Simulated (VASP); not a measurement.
Sn4H:

```xyz
5
Lattice="-2.5203 2.5203 4.8192 2.5203 -2.5203 4.8192 2.5203 2.5203 -4.8192" Properties=species:S:1:pos:R:3 pbc="T T T"
Sn    0.0000    2.5203    2.4096
Sn    2.5203    0.0000    2.4096
Sn    0.0000    2.5203    0.0000
Sn    2.5203    0.0000    0.0000
H     0.0000    0.0000    0.0000
```

The cell was built from a structure type or drawn by symmetry, and may not be a known phase.

| Property | Result |
| --- | --- |
| Program | VASP 6.6.1 |
| Task | relaxation of cell and atoms |
| Functional | PBE |
| Potentials or basis | VASP PAW PBE potentials, release 64 (Sn_d, H) |
| Cutoff | 600 eV |
| k mesh | 5 × 5 × 5 |
| Occupations | gaussian, width 0.2 eV |
| Spin | no spin polarisation |

At the start: pressure 17.7 GPa; volume 24.49 Å³/atom.

Question: Where does the relaxation end?

Answer: Over 8 steps the energy falls by 1034.7 meV/atom and the volume is 24.53 Å³/atom (+0.2 %); space group I4/mmm (No. 139, to 0.1 Å) before and after.

The path:
| step | energy change (eV) | largest force (eV/Å) | pressure (GPa) | volume (Å³) |
| --- | --- | --- | --- | --- |
| 1 | 0.0000 | 0.0000 | 17.65 | 122.45 |
| 2 | -3.9213 | 0.0000 | -6.61 | 165.79 |
| 3 | -4.4532 | 0.0000 | -4.40 | 146.53 |
| 4 | -4.4653 | 0.0000 | -5.14 | 149.32 |
| 5 | -4.4655 | 0.0000 | -4.87 | 148.23 |
| 6 | -5.0360 | 0.0000 | -2.86 | 132.66 |
| 7 | -5.1700 | 0.0000 | -0.62 | 124.48 |
| 8 | -5.1737 | 0.0000 | 0.05 | 122.65 |

Final structure:
```
Sn H
1.0
    -2.23051    2.23051    6.16306
     2.23051   -2.23051    6.16306
     2.23051    2.23051   -6.16306
Sn H
4 1
Direct
  0.75000 0.25000 0.50000
  0.25000 0.75000 0.50000
  0.50000 0.00000 0.50000
  0.00000 0.50000 0.50000
  0.00000 0.00000 0.00000
```

Caveat: a cell axis changed by over 15 % at a fixed basis, so the end point is rough.
